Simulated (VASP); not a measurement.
# CdTe (P4/nmm) in VASP: notebook, part 2 of 2

VASP 6.6.1. Earlier steps stand in the parts before.

### Step 3. Density of states, PBE

File POSCAR:

```
CdTe
1.0
    4.7022808726      0.0000000000      0.0000000000
    0.0000000000      4.7022808726      0.0000000000
    0.0000000000      0.0000000000      6.4934483091
Cd Te
2 2
Direct
    0.0000000000      0.0000000000      0.0000000000
    0.5000000000      0.5000000000      0.0000000000
    0.5000000000      0.0000000000      0.7305277160
    0.0000000000      0.5000000000      0.2694722840
```

File INCAR.step1:

```
ALGO     = Normal         # electronic algorithm
EDIFF    = 1E-6           # SCF threshold, eV
ENCUT    = 520            # plane-wave cutoff, eV
GGA      = PE             # functional
ISIF     = 2              # what is computed and relaxed
ISMEAR   = 0              # smearing method
LASPH    = True           # aspherical terms in the spheres
LCHARG   = True           # write CHGCAR
LREAL    = False          # projectors in reciprocal space
LWAVE    = False          # write WAVECAR
NBANDS   = 26             # bands
NELM     = 60             # most SCF steps
PREC     = Accurate       # precision mode
SIGMA    = 0.02           # smearing width, eV
```

File KPOINTS.step1:

```
k-points
0
Gamma
  6 6 4
```

File INCAR.step2:

```
ALGO     = Normal         # electronic algorithm
EDIFF    = 1E-6           # SCF threshold, eV
ENCUT    = 520            # plane-wave cutoff, eV
GGA      = PE             # functional
ICHARG   = 11             # starting density
ISIF     = 2              # what is computed and relaxed
ISMEAR   = -5             # smearing method
LASPH    = True           # aspherical terms in the spheres
LCHARG   = False          # write CHGCAR
LORBIT   = 11             # projections on sites
LREAL    = False          # projectors in reciprocal space
LWAVE    = False          # write WAVECAR
NEDOS    = 2001           # points of the DOS
NELM     = 60             # most SCF steps
PREC     = Accurate       # precision mode
SIGMA    = 0.02           # smearing width, eV
```

File KPOINTS.step2:

```
k-points
0
Gamma
  9 9 6
```

Potentials or basis: VASP PAW PBE potentials, release 64 (Cd, Te).

The run is started by

```bash
cat potpaw_PBE.64/Cd/POTCAR potpaw_PBE.64/Te/POTCAR > POTCAR
cp INCAR.step1 INCAR
cp KPOINTS.step1 KPOINTS
mpirun -np 1 vasp_std > vasp.out
cp INCAR.step2 INCAR
cp KPOINTS.step2 KPOINTS
mpirun -np 1 vasp_std > vasp.out
```

OUTCAR:

```text
EDIFF = 1E-6
   ENCUT = 520
   GGA = PE
   ICHARG = 11
   ISIF = 2
   ISMEAR = -5
   LASPH = True
   LORBIT = 11
   LREAL = False
   NELM = 60
   PREC = Accurate

 ion  position               nearest neighbor table
   1  0.000  0.000  0.000-   3 2.93   4 2.93   4 2.93   3 2.93   2 3.33   2 3.33   2 3.33   2 3.33

   2  0.500  0.500  0.000-   3 2.93   4 2.93   3 2.93   4 2.93   1 3.33   1 3.33   1 3.33   1 3.33

   3  0.500  0.000  0.731-   1 2.93   2 2.93   2 2.93   1 2.93
   4  0.000  0.500  0.269-   1 2.93   2 2.93   1 2.93   2 2.93

  LATTYP: Found a simple tetragonal cell.
 ALAT       =     4.7022808726
 C/A-ratio  =     1.3809145998

  Lattice vectors:

 A1 = (   4.7022808726,   0.0000000000,   0.0000000000)
 A2 = (   0.0000000000,   4.7022808726,   0.0000000000)
 A3 = (   0.0000000000,   0.0000000000,   6.4934483091)

Analysis of symmetry for initial positions (statically):
=====================================================================
 Subroutine PRICEL returns:
 Original cell was already a primitive cell.

 Routine SETGRP: Setting up the symmetry group for a
 simple tetragonal supercell.

 Subroutine GETGRP returns: Found 16 space group operations
 (whereof  8 operations were pure point group operations)
 out of a pool of 16 trial point group operations.

The static configuration has the point symmetry D_2d.
 The point group associated with its full space group is D_4h.

Analysis of symmetry for dynamics (positions and initial velocities):
=====================================================================
 Subroutine PRICEL returns:
 Original cell was already a primitive cell.

 Routine SETGRP: Setting up the symmetry group for a
 simple tetragonal supercell.

 Subroutine GETGRP returns: Found 16 space group operations
 (whereof  8 operations were pure point group operations)
 out of a pool of 16 trial point group operations.

[... 127 lines left out ...]
     AMIX_MAG =   1.60;   BMIX_MAG =  1.00
  volume/ion in A,a.u.               =      35.89       242.23
  Fermi-wavevector in a.u.,A,eV,Ry     =   1.032313  1.950789 14.499329  1.065671
  Thomas-Fermi vector in A             =   2.166505
   LORBIT       =     11    0 simple, 1 ext, 2 COOP (PROOUT), +10 PAW based schemes
   GGA     = PE    functional components
   LHFCALC =     F    Hartree Fock is set to
   AEXX    =    0.0000 exact exchange contribution
   IVDW    =     0    specifies the selected vdW correction
   LEPSILON=     F    determine dielectric tensor
   LRPA    =     F    only Hartree local field effects (RPA)
 non-spin polarized calculation
 Fermi weights with tetrahedron method with Bloechl corrections
  energy-cutoff  :      520.00
  volume of cell :      143.58
 maximum number of plane-waves:      3916
 NGX is ok and might be reduce to    36

 number of electron      35.9999997 magnetization

 Free energy of the ion-electron system (eV)
  ---------------------------------------------------
  ext. energy  EPLUGINS =         0.00000000
  ---------------------------------------------------
  free energy    TOTEN  =        -9.11878742 eV

  energy without entropy =       -9.11878742  energy(sigma->0) =       -9.11878742

 E-fermi :   1.9085     XC(G=0):  -8.3622

 val. band max:        1.9027157692   @ k =   0.0000   0.0000   0.0000
 cond. band min:       2.8196997623   @ k =   0.0000   0.0000   0.0000
 fundamental gap:      0.9169839931
 Fermi energy:         1.9085301038

 k-point     1 :       0.0000    0.0000    0.0000
  band No.  band energies     occupation
      1      -9.0122      2.00000
      2      -8.5311      2.00000
      3      -6.6835      2.00000
      4      -6.4832      2.00000
      5      -6.4832      2.00000
      6      -6.4711      2.00000
[... 589 lines left out ...]
     21       6.1013      0.00000
     22       6.3380      0.00000

 [... further k-points ...]
[... 5 lines left out ...]
  --------------------------------------------------------------------------------------
  -------------------------------------------------------------------------------------
  Total        0.1112164      0.1112164      0.1441600      0.0000000      0.0000000      0.0000000
  in kB        1.2410433      1.2410433      1.6086551      0.0000000      0.0000000      0.0000000
  external PRESSURE =       1.3635806 kB  Pullay stress =       0.0000000 kB

 VOLUME and BASIS-vectors are now :
 -----------------------------------------------------------------------------
  energy-cutoff  :      520.00
  volume of cell :      143.58
      direct lattice vectors                 reciprocal lattice vectors
     4.702280873  0.000000000  0.000000000     0.212662754  0.000000000  0.000000000
     0.000000000  4.702280873  0.000000000     0.000000000  0.212662754  0.000000000
     0.000000000  0.000000000  6.493448309     0.000000000  0.000000000  0.154001380

 POSITION                                       TOTAL-FORCE (eV/Angst)
 -----------------------------------------------------------------------------------
      0.00000      0.00000      0.00000        -0.000000      0.000000      0.000000
      2.35114      2.35114      0.00000        -0.000000     -0.000000      0.000000
      2.35114      0.00000      4.74364        -0.000000      0.000000     -0.042085
      0.00000      2.35114      1.74980         0.000000      0.000000      0.042085
 -----------------------------------------------------------------------------------
    total drift:                                0.000000      0.000000     -0.000000

  FREE ENERGIE OF THE ION-ELECTRON SYSTEM (eV)
  ---------------------------------------------------
  free  energy   TOTEN  =        -9.1187874206 eV

  energy  without entropy=       -9.1187874206  energy(sigma->0) =       -9.11878742

 total charge

# of ion       s       p       d       tot
------------------------------------------
    1        0.447   0.282   9.538  10.266
    2        0.447   0.282   9.538  10.266
    3        1.383   1.969   0.019   3.371
    4        1.383   1.969   0.019   3.371
--------------------------------------------------
tot          3.659   4.502  19.113  27.275
```

OUTCAR.step1:

```text
EDIFF = 1E-6
   ENCUT = 520
   GGA = PE
   ISIF = 2
[... 931 lines left out ...]
      0.00000      0.00000      0.00000         0.000000     -0.000000      0.000000
      2.35114      2.35114      0.00000         0.000000      0.000000      0.000000
      2.35114      0.00000      4.74364         0.000000     -0.000000     -0.041261
      0.00000      2.35114      1.74980         0.000000     -0.000000      0.041261
 -----------------------------------------------------------------------------------
    total drift:                                0.000000      0.000000     -0.000000

  FREE ENERGIE OF THE ION-ELECTRON SYSTEM (eV)
  ---------------------------------------------------
  free  energy   TOTEN  =        -9.1143476292 eV

  energy  without entropy=       -9.1143476292  energy(sigma->0) =       -9.11434763
```

Run time: 75 s. Hardware: 1 thread of Intel Xeon 6975P-C (Granite Rapids), shared host; peak memory 0.34 GiB.

Results:

```
Valence electrons inside the program's atomic spheres : Cd 10.27; Te 3.37
```

Caveat: spin-orbit coupling is left out, which moves the levels of the heavy elements.
